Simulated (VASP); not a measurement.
Input of a VASP 6.6.1 run:

The input INCAR:

```
PREC     = Accurate       # precision mode
ENCUT    = 520            # plane-wave cutoff, eV
EDIFF    = 1E-7           # SCF threshold, eV
ISMEAR   = -1             # smearing method
SIGMA    = 0.1            # smearing width, eV
LREAL    = False          # projectors in reciprocal space
LASPH    = True           # aspherical terms in the spheres
NELM     = 100            # most SCF steps
ALGO     = Normal         # electronic algorithm
ISIF     = 2              # what is computed and relaxed
LWAVE    = False          # write WAVECAR
LCHARG   = False          # write CHGCAR
GGA      = PE             # functional
NBANDS   = 11             # bands
```

KPOINTS

```
regular mesh
0
Gamma
  20 20 20
```

The input POSCAR:

```
Pd
1.0
    2.6156052913      0.0000000000      0.0000000000
    0.0000000000      2.6156052913      0.0000000000
    0.0000000000      0.0000000000      2.6156052913
Pd
1
Direct
    0.0000000000      0.0000000000      0.0000000000
```

Potentials or basis: VASP PAW PBE potentials, release 64 (Pd).

Run with:

```console
$ cat potpaw_PBE.64/Pd/POTCAR > POTCAR
$ mpirun -np 1 vasp_std > vasp.out
```

(1) Estimate the pressure.

(2) Estimate the band gap on the k mesh.

## Answers

(1) -0.3 GPa.

(2) zero (band 5 reaches 8.32 eV, above the bottom of band 6 at 6.48 eV).
